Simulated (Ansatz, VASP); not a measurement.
# One calculation of AlN, two programs

```
CELL_PARAMETERS angstrom
3.31212 0.00000 0.00000
-1.65606 2.86838 0.00000
0.00000 0.00000 4.18756
ATOMIC_POSITIONS crystal
Al 0.33333 0.66667 0.75000
Al 0.66667 0.33333 0.25000
N 0.33333 0.66667 0.25000
N 0.66667 0.33333 0.75000
```

Alike in both runs: task single point; functional BLYP; k mesh 12 × 12 × 6; no spin polarisation.

|  | VASP | Ansatz |
| --- | --- | --- |
| version | VASP 6.6.1 | Ansatz 0.2.0 |
| potentials or method | VASP PAW PBE potentials, release 64 (Al, N), cutoff 520 eV | plane waves, PAW |
| occupations | gaussian, width 0.01 eV | fixed |
| valence electrons in the cell | 16 | 16 |

```csv
,VASP,Ansatz,Ansatz less VASP
gap on the k mesh at the Fermi level (eV),3.56,3.56,-0.006
pressure (GPa),3.8,3.3,-0.42
"traceless stress, the component that is largest in VASP (GPa)",1.00,1.20,+0.201
```

VASP's potentials were made for PBE, not for BLYP.
